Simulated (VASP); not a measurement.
# NiSb (P6_3/mmc) in VASP: settings compared, part 2 of 2

VASP 6.6.1. The steps go on from the part before.

**4. Single point, PBE, collinear spin, ferromagnetic start**

This run uses another cell than the first one, of 17.10 Å³/atom.

File INCAR:

```
SYSTEM = NiSb
PREC = Accurate
ENCUT = 520
EDIFF = 1E-6
ISMEAR = -1
SIGMA = 0.05
LREAL = .FALSE.
LASPH = .TRUE.
NELM = 150
ALGO = Normal
ISIF = 2
LWAVE = .FALSE.
LCHARG = .FALSE.
ISPIN = 2
MAGMOM = 0 0 1 1
LORBIT = 11
LMAXMIX = 4
GGA = PE
NBANDS = 27
```

File KPOINTS:

```
regular mesh
0
G
  5 5 3
  0 0 0
```

File POSCAR:

```
NiSb
1.0
    3.9280000000      0.0000000000      0.0000000000
   -1.9640000000      3.4017477861      0.0000000000
    0.0000000000      0.0000000000      5.1200000000
Sb Ni
2 2
Direct
    0.6666666667      0.3333333333      0.7500000000
    0.3333333333      0.6666666667      0.2500000000
    0.0000000000      0.0000000000      0.5000000000
    0.0000000000      0.0000000000      0.0000000000
```

Potentials or basis: VASP PAW PBE potentials, release 64 (Sb, Ni).

On the command line:

```
> cat potpaw_PBE.64/Sb/POTCAR potpaw_PBE.64/Ni/POTCAR > POTCAR
> mpirun -np 1 vasp_std > vasp.out
```

OUTCAR:

```text
SYSTEM = NiSb
   PREC = Accurate
   ENCUT = 520
   EDIFF = 1E-6
   ISMEAR = -1
   LREAL = .FALSE.
   LASPH = .TRUE.
   NELM = 150
   ISIF = 2
   ISPIN = 2
   LORBIT = 11
   GGA = PE

 ion  position               nearest neighbor table
   1  0.667  0.333  0.750-   3 2.60   4 2.60   3 2.60   4 2.60   3 2.60   4 2.60   2 3.42   2 3.42
                             2 3.42   2 3.42   2 3.42   2 3.42
   2  0.333  0.667  0.250-   3 2.60   4 2.60   3 2.60   4 2.60   3 2.60   4 2.60   1 3.42   1 3.42
                             1 3.42   1 3.42   1 3.42   1 3.42
   3  0.000  0.000  0.500-   4 2.56   4 2.56   1 2.60   2 2.60   1 2.60   2 2.60   1 2.60   2 2.60

   4  0.000  0.000  0.000-   3 2.56   3 2.56   1 2.60   2 2.60   1 2.60   2 2.60   1 2.60   2 2.60

  LATTYP: Found a hexagonal cell.
 ALAT       =     3.9280000000
 C/A-ratio  =     1.3034623218

  Lattice vectors:

 A1 = (   3.9280000000,   0.0000000000,   0.0000000000)
 A2 = (  -1.9640000000,   3.4017477861,   0.0000000000)
 A3 = (   0.0000000000,   0.0000000000,   5.1200000000)

Analysis of symmetry for initial positions (statically):
[... 798 lines left out ...]
  -------------------------------------------------------------------------------------
  Total        1.8461802      1.8461802      1.2119813      0.0000000     -0.0000000      0.0000000
  in kB       43.2355628     43.2355628     28.3833050      0.0000000     -0.0000000      0.0000000
  external PRESSURE =      38.2848102 kB  Pullay stress =       0.0000000 kB

 VOLUME and BASIS-vectors are now :
 -----------------------------------------------------------------------------
  energy-cutoff  :      520.00
  volume of cell :       68.41
      direct lattice vectors                 reciprocal lattice vectors
     3.928000000  0.000000000  0.000000000     0.254582485  0.146983266  0.000000000
    -1.964000000  3.401747786  0.000000000     0.000000000  0.293966532  0.000000000
     0.000000000  0.000000000  5.120000000     0.000000000  0.000000000  0.195312500

 POSITION                                       TOTAL-FORCE (eV/Angst)
 -----------------------------------------------------------------------------------
      1.96400      1.13392      3.84000         0.000000      0.000000      0.000000
     -0.00000      2.26783      1.28000        -0.000000      0.000000      0.000000
      0.00000      0.00000      2.56000        -0.000000     -0.000000      0.000000
      0.00000      0.00000      0.00000        -0.000000     -0.000000      0.000000
 -----------------------------------------------------------------------------------
    total drift:                               -0.000000      0.000000     -0.000000

  FREE ENERGIE OF THE ION-ELECTRON SYSTEM (eV)
  ---------------------------------------------------
  free  energy   TOTEN  =       -20.3022085100 eV

  energy  without entropy=      -20.2909280331  energy(sigma->0) =      -20.29656827

 total charge

# of ion       s       p       d       tot
------------------------------------------
    1        1.134   1.221   0.076   2.430
    2        1.134   1.221   0.076   2.430
    3        0.449   0.486   8.468   9.403
    4        0.449   0.486   8.468   9.403
--------------------------------------------------
tot          3.165   3.414  17.088  23.667

 magnetization (x)

# of ion       s       p       d       tot
------------------------------------------
    1        0.000  -0.000  -0.000  -0.000
    2        0.000  -0.000  -0.000  -0.000
    3        0.000  -0.000   0.000   0.000
    4        0.000  -0.000   0.000   0.000
--------------------------------------------------
tot          0.000  -0.000   0.000   0.000
```

stdout:

```text
POSCAR found type information on POSCAR SbNi
 POSCAR found :  2 types and       4 ions
 scaLAPACK will be used
 LDA part: xc-table for (Slater+PW92), standard interpolation
 POSCAR, INCAR and KPOINTS ok, starting setup
 FFT: planning ... GRIDC
 FFT: planning ... GRID_SOFT
 FFT: planning ... GRID
 WAVECAR not read
 entering main loop
```

It took 85 s on 1 thread of Intel Xeon 8259CL, shared host; peak memory 0.22 GiB.

What came out:

| Property | Result |
| --- | --- |
| Free energy | -20.3022 eV |
| Pressure | 3.8 GPa |
| Band gap on the k mesh | zero (filled and empty bands overlap) |
| Net moment | 0.00 μB per cell |
| Valence electrons inside the program's atomic spheres | Sb 2.43; Ni 9.40 |

Levels at points of the mesh, in eV from the Fermi level:
Spin up:
| k point | band 11 | band 12 | band 13 | band 14 | band 15 | band 16 | band 17 | band 18 | band 19 | band 20 |
| --- | --- | --- | --- | --- | --- | --- | --- | --- | --- | --- |
| (0.00, 0.00, 0.00) | -1.35 | -1.35 | -0.05 | 0.60 | 0.60 | 2.50 | 2.50 | 3.15 | 4.06 | 5.35 |
Spin down:
| k point | band 13 | band 14 | band 15 | band 16 | band 17 | band 18 |
| --- | --- | --- | --- | --- | --- | --- |
| (0.00, 0.00, 0.00) | -0.05 | 0.60 | 0.60 | 2.50 | 2.50 | 3.15 |

Caveat: the k points lie up to 0.41 Å⁻¹ apart, too coarse for converged energies and pressures of a metal; the moments typed at the start vanished in this run; spin-orbit coupling is left out, which moves the levels of the heavy elements.

**5. Single point, r2SCAN+D3(BJ), collinear spin, ferromagnetic start**

This run uses another cell than the first one, of 16.83 Å³/atom.

File POSCAR:

```
NiSb
1.0
    3.9080851089      0.0000000000      0.0000000000
   -1.9540425544      3.3845009844      0.0000000000
    0.0000000000      0.0000000000      5.0882791254
Sb Ni
2 2
Direct
    0.6666666667      0.3333333333      0.7500000000
    0.3333333333      0.6666666667      0.2500000000
    0.0000000000      0.0000000000      0.5000000000
    0.0000000000      0.0000000000      0.0000000000
```

File INCAR.step1:

```
SYSTEM = NiSb
PREC     = Accurate       ! precision mode
ENCUT    = 520            ! plane-wave cutoff, eV
ISMEAR   = -1             ! smearing method
SIGMA    = 0.05           ! smearing width, eV
LREAL    = .False.        ! projectors in reciprocal space
LASPH    = .True.         ! aspherical terms in the spheres
NELM     = 150            ! most SCF steps
ISPIN    = 2              ! spin polarisation
MAGMOM   = 0 0 1 1        ! initial moments
LMAXMIX  = 4              ! l up to which the mixer works
NBANDS   = 27             ! bands
GGA      = PE             ! functional
ALGO     = Normal         ! electronic algorithm
EDIFF    = 1E-4           ! SCF threshold, eV
LWAVE    = .True.         ! write WAVECAR
LCHARG   = .False.        ! write CHGCAR
```

File INCAR.step2:

```
SYSTEM = NiSb
PREC     = Accurate       ! precision mode
ENCUT    = 520            ! plane-wave cutoff, eV
EDIFF    = 1E-6           ! SCF threshold, eV
ISMEAR   = -1             ! smearing method
SIGMA    = 0.05           ! smearing width, eV
LREAL    = .False.        ! projectors in reciprocal space
LASPH    = .True.         ! aspherical terms in the spheres
NELM     = 150            ! most SCF steps
ALGO     = Normal         ! electronic algorithm
ISIF     = 2              ! what is computed and relaxed
LWAVE    = .False.        ! write WAVECAR
LCHARG   = .False.        ! write CHGCAR
ISPIN    = 2              ! spin polarisation
MAGMOM   = 0 0 1 1        ! initial moments
LORBIT   = 11             ! projections on sites
LMAXMIX  = 4              ! l up to which the mixer works
METAGGA  = R2SCAN         ! meta-GGA
LMIXTAU  = .True.       
IVDW     = 12             ! dispersion correction
VDW_S6   = 1.0          
VDW_S8   = 0.78981345   
VDW_A1   = 0.49484001   
VDW_A2   = 5.73083694   
NBANDS   = 27             ! bands
ISTART   = 1
```

File KPOINTS:

```
regular mesh
0
Gamma
  8 8 5
  0 0 0
```

On the command line:

```
> cat potpaw_PBE.64/Sb/POTCAR potpaw_PBE.64/Ni/POTCAR > POTCAR
> cp INCAR.step1 INCAR
> mpirun -np 1 vasp_std > vasp.out
> cp INCAR.step2 INCAR
> mpirun -np 1 vasp_std > vasp.out
```

Wall time 11 min (1 thread of Intel Xeon 8259CL, shared host); peak memory 0.29 GiB.

The run converged. Its results:

```
Free energy                                           : -77.3801 eV
Pressure                                              : 0.0 GPa
Band gap on the k mesh                                : zero (filled and empty bands overlap)
Net moment                                            : 0.00 μB per cell
Valence electrons inside the program's atomic spheres : Sb 2.44; Ni 9.48
Dispersion energy per atom                            : -0.255 eV
```

Stress tensor (GPa, compression positive):
```
-0.07  0.00  0.00
 0.00 -0.07  0.00
 0.00  0.00  0.09
```

Levels at points of the mesh, in eV from the Fermi level:
Spin up:
```
           k point  band 13  band 14  band 15  band 16  band 17  band 18
(0.00, 0.00, 0.00)    -0.06     0.61     0.61     2.64     2.64     3.61
(0.50, 0.00, 0.00)    -1.70    -1.50    -1.42    -0.21     1.22     3.73
```
Spin down:
| k point | band 12 | band 13 | band 14 | band 15 | band 16 | band 17 | band 18 | band 19 |
| --- | --- | --- | --- | --- | --- | --- | --- | --- |
| (0.00, 0.00, 0.00) | -1.42 | -0.06 | 0.61 | 0.61 | 2.64 | 2.64 | 3.61 | 4.43 |
| (0.50, 0.00, 0.00) | -1.97 | -1.70 | -1.50 | -1.42 | -0.21 | 1.22 | 3.73 | 4.29 |

Caveat: the moments typed at the start vanished in this run; the PAW data sets were made with another functional, which shifts forces and pressure a little; spin-orbit coupling is left out, which moves the levels of the heavy elements.

**6. Summary**

| task | level | potentials or basis | cell | k mesh | cutoff (eV) | gap on the mesh (eV) | pressure (GPa) | moment (μB) |
| --- | --- | --- | --- | --- | --- | --- | --- | --- |
| single point | LDA | VASP PAW LDA potentials, release 64 (Sb, Ni) | a = 3.686, b = 3.686, c = 4.807 Å, angles 90.0, 90.0, 120.0°, 4 atoms | 6 × 6 × 4 | 520 | none | 30.5 | 0.00 |
| relaxation of cell and atoms | LDA | VASP PAW LDA potentials, release 64 (Sb, Ni) | relaxed to 30 GPa from a = 3.928, b = 3.928, c = 5.120 Å, angles 90.0, 90.0, 120.0°, 4 atoms | 6 × 6 × 4 | 600 | none | 30.0 | 0.00 |
| single point | PBE | VASP PAW PBE potentials, release 64 (Sb, Ni) | a = 3.928, b = 3.928, c = 5.120 Å, angles 90.0, 90.0, 120.0°, 4 atoms | 5 × 5 × 3 | 520 | none | 3.8 | 0.00 |
| single point | r2SCAN+D3(BJ) | VASP PAW PBE potentials, release 64 (Sb, Ni) | a = 3.908, b = 3.908, c = 5.088 Å, angles 90.0, 90.0, 120.0°, 4 atoms | 8 × 8 × 5 | 520 | none | 0.0 | 0.00 |

Alike in all rows: spin collinear, ferromagnetic start; smearing fermi-dirac 0.05 eV.

Caveats: some runs use coarse meshes; the moments typed at the start vanished in this run; spin-orbit coupling is left out, which moves the levels of the heavy elements; the cell stands under pressure (at least some runs); the cell is relaxed towards a set pressure, so the run minimises the enthalpy, not the energy (at least some runs); the volume moved by over 15 % at a fixed basis, so the end points are rough (at least some runs); the PAW data sets were made with another functional, which shifts forces and pressure a little (at least some runs).

Absolute energies hang on the potentials; compare differences alone.
